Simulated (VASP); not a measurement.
Cu: single point with PBE

Cu:

```
Cu
1.0
     0.00000    1.83129    1.83129
     1.83129    0.00000    1.83129
     1.83129    1.83129    0.00000
Cu
1
Direct
  0.00000 0.00000 0.00000
```

| Item | Value |
| --- | --- |
| Program | VASP 6.6.1 |
| Task | single point |
| Functional | PBE |
| Potentials or basis | VASP PAW PBE potentials, release 64 (Cu) |
| Cutoff | 520 eV |
| k mesh | 16 × 16 × 16 |
| Occupations | fermi-dirac, width 0.15 eV |
| Spin | no spin polarisation |

```yaml
Pressure: -2.9 GPa
```

Levels at points of the mesh, in eV from the Fermi level:
| k point | band 3 | band 4 | band 5 | band 6 | band 7 | band 8 | band 9 | band 10 |
| --- | --- | --- | --- | --- | --- | --- | --- | --- |
| (0.00, 0.00, 0.00) | -2.91 | -2.91 | -2.13 | -2.13 | 22.29 | 24.63 | 24.63 | 24.63 |
| (0.50, 0.00, 0.00) | -2.94 | -1.60 | -1.60 | -0.88 | 3.57 | 20.80 | 21.47 | 21.47 |
| (0.50, 0.50, 0.00) | -1.62 | -1.46 | -1.46 | 1.53 | 6.85 | 12.79 | 12.79 | 17.18 |

Wall time 33 s on 1 thread of Intel Xeon 8259CL, on a shared host, peak memory 0.14 GiB.
